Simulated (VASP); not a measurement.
# TiInCuH4 (P4mm) in VASP: notebook, part 2 of 2

VASP 6.6.1. The steps go on from the part before.

**3. Single point, PBE**

This run uses another cell than the first one, of 13.49 Å³/atom.

INCAR reads:

```
SYSTEM = TiInCuH4
PREC = Accurate
ENCUT = 520
EDIFF = 1E-6
ISMEAR = 0
SIGMA = 0.1
LREAL = .False.
LASPH = .True.
NELM = 80
ALGO = Normal
ISIF = 2
LWAVE = .False.
LCHARG = .False.
GGA = PE
NBANDS = 29
```

KPOINTS reads:

```
Automatic mesh
0
Gamma
  6 6 2
  0 0 0
```

POSCAR reads:

```
TiInCuH4
1.0
    3.3786263500      0.0000000000      0.0000000000
    0.0000000000      3.3786263500      0.0000000000
    0.0000000000      0.0000000000      8.2706949600
Ti In Cu H
1 1 1 4
Direct
    0.0000000000      0.0000000000      0.0592026600
    0.0000000000      0.0000000000      0.8228694200
    0.0000000000      0.0000000000      0.2803473100
    0.5000000000      0.0000000000      0.7477637300
    0.0000000000      0.5000000000      0.7477637300
    0.5000000000      0.0000000000      0.4789168200
    0.0000000000      0.5000000000      0.4789168200
```

Potentials or basis: VASP PAW PBE potentials, release 64 (Ti_sv, In_d, Cu, H).

Launch:

```bash
$ cat potpaw_PBE.64/Ti_sv/POTCAR potpaw_PBE.64/In_d/POTCAR potpaw_PBE.64/Cu/POTCAR potpaw_PBE.64/H/POTCAR > POTCAR
$ mpirun -np 1 vasp_std > vasp.out
```

OUTCAR:

```text
SYSTEM = TiInCuH4
   PREC = Accurate
   ENCUT = 520
   EDIFF = 1E-6
   ISMEAR = 0
   LREAL = .False.
   LASPH = .True.
   NELM = 80
   ISIF = 2
   GGA = PE

 ion  position               nearest neighbor table
   1  0.000  0.000  0.059-   3 1.83   2 1.95
   2  0.000  0.000  0.823-   4 1.80   5 1.80   5 1.80   4 1.80   1 1.95
   3  0.000  0.000  0.280-   1 1.83
   4  0.500  0.000  0.748-   2 1.80   2 1.80
   5  0.000  0.500  0.748-   2 1.80   2 1.80
   6  0.500  0.000  0.479-
   7  0.000  0.500  0.479-

  LATTYP: Found a simple tetragonal cell.
 ALAT       =     3.3786263500
 C/A-ratio  =     2.4479460299

  Lattice vectors:

 A1 = (   3.3786263500,   0.0000000000,   0.0000000000)
 A2 = (   0.0000000000,   3.3786263500,   0.0000000000)
 A3 = (   0.0000000000,   0.0000000000,   8.2706949600)

Analysis of symmetry for initial positions (statically):
=====================================================================
 Subroutine PRICEL returns:
 Original cell was already a primitive cell.

[... 178 lines left out ...]
 cond. band min:       3.4557815966   @ k =   0.5000   0.1667   0.5000
 fundamental gap:      0.0074374956
 Fermi energy:         3.4549985384

 k-point     1 :       0.0000    0.0000    0.0000
  band No.  band energies     occupation
      1     -53.8594      2.00000
      2     -31.0420      2.00000
      3     -29.9157      2.00000
      4     -29.9157      2.00000
      5     -12.6166      2.00000
      6     -12.6122      2.00000
[... 629 lines left out ...]
     28       7.3693      0.00000
     29       8.4634      0.00000

------------------------ aborting loop because EDIFF is reached ----------------------------------------

  FORCE on cell =-STRESS in cart. coord.  units (eV):
  Direction    XX          YY          ZZ          XY          YZ          ZX
  --------------------------------------------------------------------------------------
  -------------------------------------------------------------------------------------
  Total       -1.6537414     -1.6537414     47.0818297      0.0000000      0.0000000      0.0000000
  in kB      -28.0644055    -28.0644055    798.9904378      0.0000000      0.0000000      0.0000000
  external PRESSURE =     247.6205423 kB  Pullay stress =       0.0000000 kB

 VOLUME and BASIS-vectors are now :
 -----------------------------------------------------------------------------
  energy-cutoff  :      520.00
  volume of cell :       94.41
      direct lattice vectors                 reciprocal lattice vectors
     3.378626350  0.000000000  0.000000000     0.295978275  0.000000000  0.000000000
     0.000000000  3.378626350  0.000000000     0.000000000  0.295978275  0.000000000
     0.000000000  0.000000000  8.270694960     0.000000000  0.000000000  0.120908824

 POSITION                                       TOTAL-FORCE (eV/Angst)
 -----------------------------------------------------------------------------------
      0.00000      0.00000      0.48965        -0.000000     -0.000000      8.708203
      0.00000      0.00000      6.80570         0.000000     -0.000000    -16.583887
      0.00000      0.00000      2.31867        -0.000000     -0.000000     11.285346
      1.68931      0.00000      6.18453        -0.000000      0.000000     -0.711203
      0.00000      1.68931      6.18453         0.000000     -0.000000     -0.711203
      1.68931      0.00000      3.96097        -0.000000     -0.000000     -0.993628
      0.00000      1.68931      3.96097        -0.000000      0.000000     -0.993628
 -----------------------------------------------------------------------------------
    total drift:                                0.000000      0.000000      0.000085

  FREE ENERGIE OF THE ION-ELECTRON SYSTEM (eV)
  ---------------------------------------------------
  free  energy   TOTEN  =       -12.5814177335 eV

  energy  without entropy=      -12.5557040468  energy(sigma->0) =      -12.56856089
```

Wall time 1.7 min (1 thread of Oxide Virtual Turin-like, shared host); peak memory 0.21 GiB.

Results:

| Property | Result |
| --- | --- |
| Free energy | -12.5814 eV |
| Pressure | 24.8 GPa |
| Largest force | 16.584 eV/Å |
| Band gap on the k mesh | zero (bands 20 and 21 overlap by 0.18 eV) |

Forces in eV/Å, atoms in the order of the input:
```
Ti    0.000   0.000   8.708
In    0.000   0.000 -16.584
Cu    0.000   0.000  11.285
H     0.000   0.000  -0.711
H     0.000   0.000  -0.711
H     0.000   0.000  -0.994
H     0.000   0.000  -0.994
```

Stress tensor (GPa, compression positive):
```
-2.81  0.00  0.00
 0.00 -2.81  0.00
 0.00  0.00 79.90
```

Caveat: the k points lie up to 0.38 Å⁻¹ apart; atoms lie so close that the PAW spheres overlap strongly, which falsifies energies and pressures; spin-orbit coupling is left out, which moves the levels of the heavy elements; forces of over 1 eV/Å act on the atoms, so gaps and moduli don't describe the material at rest.

**4. Single point, PBE, collinear spin**

INCAR reads:

```
SYSTEM = TiInCuH4
PREC = Accurate
ENCUT = 520
EDIFF = 1E-6
ISMEAR = 0
SIGMA = 0.1
LREAL = .False.
LASPH = .True.
NELM = 150
ALGO = Normal
ISIF = 2
LWAVE = .False.
LCHARG = .True.
ISPIN = 2
MAGMOM = 1 0 0 0 0 0 0
LORBIT = 11
LMAXMIX = 4
GGA = PE
LELF = .True.
LVHAR = .True.
NBANDS = 33
```

KPOINTS is that of step 3.

POSCAR reads:

```
TiInCuH4
1.0
    3.1814096228      0.0000000000      0.0000000000
    0.0000000000      3.1814096228      0.0000000000
    0.0000000000      0.0000000000      8.4210672139
Ti In Cu H
1 1 1 4
Direct
    0.0000000000      0.0000000000      0.2327411882
    0.0000000000      0.0000000000      0.8971264172
    0.0000000000      0.0000000000      0.5861834818
    0.5000000000      0.0000000000      0.6179885443
    0.0000000000      0.5000000000      0.6179885443
    0.5000000000      0.0000000000      0.3318761572
    0.0000000000      0.5000000000      0.3318761572
```

Launch:

```bash
$ cat potpaw_PBE.64/Ti_sv/POTCAR potpaw_PBE.64/In_d/POTCAR potpaw_PBE.64/Cu/POTCAR potpaw_PBE.64/H/POTCAR > POTCAR
$ mpirun -np 1 vasp_std > vasp.out
```

It took 3.3 min on 1 thread of Oxide Virtual Turin-like, shared host; peak memory 0.24 GiB.

It converged, with:

```yaml
Free_energy: -25.5681 eV
Pressure: -0.1 GPa
Largest_force: 0.027 eV/Å
Band_gap_on_the_k_mesh: zero (filled and empty bands overlap)
Net_moment: 0.00 μB per cell
Valence_electrons_inside_the_program's_atomic_spheres: Ti 10.20; In 11.37; Cu 10.06; H 0.55, 0.57 (each value once)
```

Forces in eV/Å, atoms in the order of the input:
```
Ti   0.000  0.000 -0.027
In   0.000  0.000 -0.001
Cu   0.000  0.000 -0.015
H    0.000  0.000  0.013
H    0.000  0.000  0.013
H    0.000  0.000  0.008
H    0.000  0.000  0.008
```

Stress tensor (GPa, compression positive):
```
-0.20  0.00  0.00
 0.00 -0.20  0.00
 0.00  0.00 -0.03
```

Levels at points of the mesh, in eV from the Fermi level:
Spin up:
| k point | band 16 | band 17 | band 18 | band 19 | band 20 | band 21 | band 22 | band 23 | band 24 | band 25 |
| --- | --- | --- | --- | --- | --- | --- | --- | --- | --- | --- |
| (0.00, 0.00, 0.00) | -2.94 | -2.94 | -2.79 | -0.99 | 0.87 | 1.21 | 1.21 | 1.98 | 4.18 | 4.44 |
| (0.50, 0.00, 0.00) | -2.96 | -2.91 | -2.38 | -1.93 | -1.92 | -0.15 | 0.90 | 1.12 | 1.37 | 2.77 |
| (0.50, 0.50, 0.00) | -2.93 | -1.89 | -1.89 | -1.50 | -1.02 | 0.17 | 0.17 | 0.62 | 1.83 | 2.29 |
| (0.00, 0.00, 0.50) | -2.94 | -2.94 | -2.79 | -1.52 | 0.63 | 1.20 | 1.20 | 1.98 | 4.44 | 5.82 |
| (0.50, 0.00, 0.50) | -2.91 | -2.89 | -2.39 | -1.92 | -1.91 | 0.74 | 0.95 | 1.12 | 1.37 | 1.61 |
| (0.50, 0.50, 0.50) | -2.93 | -1.84 | -1.84 | -1.57 | -1.02 | 0.04 | 0.04 | 0.12 | 2.29 | 2.46 |
Spin down:
```csv
k point,band 16,band 17,band 18,band 19,band 20,band 21,band 22,band 23,band 24,band 25
"(0.00, 0.00, 0.00)",-2.94,-2.94,-2.79,-0.99,0.87,1.21,1.21,1.98,4.18,4.45
"(0.50, 0.00, 0.00)",-2.96,-2.91,-2.38,-1.93,-1.92,-0.15,0.90,1.13,1.37,2.77
"(0.50, 0.50, 0.00)",-2.93,-1.89,-1.89,-1.50,-1.01,0.17,0.17,0.63,1.83,2.29
"(0.00, 0.00, 0.50)",-2.94,-2.94,-2.79,-1.52,0.63,1.20,1.20,1.98,4.44,5.82
"(0.50, 0.00, 0.50)",-2.91,-2.89,-2.39,-1.92,-1.91,0.74,0.95,1.13,1.37,1.61
"(0.50, 0.50, 0.50)",-2.93,-1.84,-1.84,-1.57,-1.01,0.04,0.04,0.12,2.29,2.46
```

Caveat: the k points lie up to 0.37 Å⁻¹ apart, too coarse for converged energies and pressures of a metal; spin-orbit coupling is left out, which moves the levels of the heavy elements.

**5. Summary**

| spin | cell | gap on the mesh (eV) | pressure (GPa) | largest force (eV/Å) |
| --- | --- | --- | --- | --- |
| off | a = 3.181, b = 3.181, c = 8.421 Å, 7 atoms, atomic positions A | none | 0.0 | 0.03 |
| off | a = 3.379, b = 3.379, c = 8.271 Å, 7 atoms, atomic positions B | none | 24.8 | 16.58 |
| collinear | a = 3.181, b = 3.181, c = 8.421 Å, 7 atoms, atomic positions A | none | -0.1 | 0.03 |

Alike in all rows: task single point; level PBE; potentials or basis VASP PAW PBE potentials, release 64 (Ti_sv, In_d, Cu, H); k mesh 6 × 6 × 2; cutoff (eV) 520; smearing gaussian 0.1 eV.

Caveats: all runs use coarse meshes; spin-orbit coupling is left out, which moves the levels of the heavy elements; atoms lie so close that the PAW spheres overlap strongly, which falsifies energies and pressures (at least some runs); forces of over 1 eV/Å act on the atoms, so gaps and moduli don't describe the material at rest (at least some runs).

Absolute energies hang on the potentials; compare differences alone.

The gap in the log of VASP goes by the Fermi energy; the results here count the filled bands.